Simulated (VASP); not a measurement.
Here is a VASP 6.6.1 calculation.

Contents of POSCAR:

```
SrCl2
1.0
    0.0000000000      3.6103573965      3.6103573965
    3.6103573965      0.0000000000      3.6103573965
    3.6103573965      3.6103573965      0.0000000000
Sr Cl
1 2
Direct
    0.0000000000      0.0000000000      0.0000000000
    0.2500000000      0.2500000000      0.2500000000
    0.7500000000      0.7500000000      0.7500000000
```

Contents of INCAR.step1:

```
PREC = Accurate ; ENCUT = 520
ISMEAR = 0 ; SIGMA = 0.02
LREAL = False ; LASPH = True
NELM = 60 ; NBANDS = 19
GGA = PE ; ALGO = Normal
EDIFF = 1E-4 ; LWAVE = True
LCHARG = False
```

INCAR.step2

```
PREC = Accurate ; ENCUT = 520
EDIFF = 1E-6 ; ISMEAR = 0
SIGMA = 0.02 ; LREAL = False
LASPH = True ; NELM = 60
ALGO = Normal ; ISIF = 2
LWAVE = False ; LCHARG = False
METAGGA = R2SCAN ; LMIXTAU = True
NBANDS = 19 ; ISTART = 1
```

Contents of KPOINTS:

```
regular mesh
0
Gamma
  6 6 6
```

Potentials or basis: VASP PAW PBE potentials, release 64 (Sr_sv, Cl).

Command:

```console
$ cat potpaw_PBE.64/Sr_sv/POTCAR potpaw_PBE.64/Cl/POTCAR > POTCAR
$ cp INCAR.step1 INCAR
$ mpirun -np 1 vasp_std > vasp.out
$ cp INCAR.step2 INCAR
$ mpirun -np 1 vasp_std > vasp.out
```

(1) What does it give for the band gap on the k mesh?

(2) Predict the pressure.

Results:

(1) 5.59 eV (least direct gap 5.90 eV).

(2) -2.9 GPa.

Caveat: the PAW data sets were made with another functional, which shifts forces and pressure a little.
